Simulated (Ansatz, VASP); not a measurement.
# Two plane-wave programs on Be

File INCAR:

```
SYSTEM = Be
PREC = Accurate
ENCUT = 520
EDIFF = 1E-6
ISMEAR = 0
SIGMA = 0.1
LREAL = .False.
LASPH = .True.
NELM = 80
ALGO = Normal
ISIF = 2
LWAVE = .False.
LCHARG = .True.
GGA = PE
LELF = .True.
LVHAR = .True.
NBANDS = 18
```

KPOINTS

```
regular mesh
0
Gamma
  9 9 2
  0 0 0
```

File POSCAR:

```
Be
1.0
    2.7181344566      0.0000000000      0.0000000000
   -1.3590672282      2.3539734903      0.0000000000
    0.0000000000      0.0000000000      8.8773464966
Be
8
Direct
    0.0000000000      0.0000000000      0.0937500000
    0.0000000000      0.0000000000      0.5937500000
    0.0000000000      0.0000000000      0.4062500000
    0.0000000000      0.0000000000      0.9062500000
    0.3333333333      0.6666666667      0.1562500000
    0.6666666667      0.3333333333      0.6562500000
    0.3333333333      0.6666666667      0.3437500000
    0.6666666667      0.3333333333      0.8437500000
```

Input for Ansatz:

```yaml
crystal:
  lattice:
    - [2.7181344566, 0.0, 0.0]
    - [-1.3590672282, 2.3539734903, 0.0]
    - [0.0, 0.0, 8.8773464966]
  atoms:
    - { symbol: Be, position: [0.0, 0.0, 0.09375] }
    - { symbol: Be, position: [0.0, 0.0, 0.59375] }
    - { symbol: Be, position: [0.0, 0.0, 0.40625] }
    - { symbol: Be, position: [0.0, 0.0, 0.90625] }
    - { symbol: Be, position: [0.3333333333, 0.6666666667, 0.15625] }
    - { symbol: Be, position: [0.6666666667, 0.3333333333, 0.65625] }
    - { symbol: Be, position: [0.3333333333, 0.6666666667, 0.34375] }
    - { symbol: Be, position: [0.6666666667, 0.3333333333, 0.84375] }
basis:
  ecutwfc: 420
kpoints:
  mp_grid: { grid: [9, 9, 2] }
hamiltonian:
  xc: pbe
scf:
  occupations: { method: gaussian, width: 0.1 }
  lower_state_search: "off"
output:
  forces: true
  stress: true
  eigenvalues: true
```

Alike in both runs: task single point; functional PBE; k mesh 9 × 9 × 2; occupations gaussian, width 0.1 eV; no spin polarisation.

```csv
,VASP,Ansatz
version,VASP 6.6.1,Ansatz 0.2.0
potentials or method,"VASP PAW PBE potentials, release 64 (Be), cutoff 520 eV","scalar-relativistic, plane waves, PAW"
valence electrons in the cell,16,16
```

|  | VASP | Ansatz | Ansatz less VASP |
| --- | --- | --- | --- |
| gap on the k mesh at the Fermi level (eV) | none | none | - |
| rms of the force components (eV/Å) | 0.333 | 0.333 | 0.0000 |

Atom by atom the forces differ by 0.000 eV/Å (rms over components). A gap of «none» marks a metal or a gap that the smearing closes.
